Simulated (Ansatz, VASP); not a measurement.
# BP in VASP and in Ansatz

```xyz
2
Lattice="0.0000 2.2538 2.2538 2.2538 0.0000 2.2538 2.2538 2.2538 0.0000" Properties=species:S:1:pos:R:3 pbc="T T T"
B     0.0000    0.0000    0.0000
P     3.3807    3.3807    3.3807
```

Change from the starting cell: volume scaled by 0.98.

Alike in both runs: task single point; functional PBE; k mesh 15 × 15 × 15; occupations fermi-dirac, width 0.05 eV; no spin polarisation.

```csv
,VASP,Ansatz
version,VASP 6.6.1,Ansatz 0.2.0
potentials or method,"VASP PAW PBE potentials, release 64 (B, P), cutoff 520 eV","all-electron LAPW, scalar-relativistic"
```

Ansatz gave:

* pressure (GPa): 4.6

Which values does VASP return?

Pressure (GPa): 4.4.

Ansatz ran all-electron here, and VASP with PAW potentials.
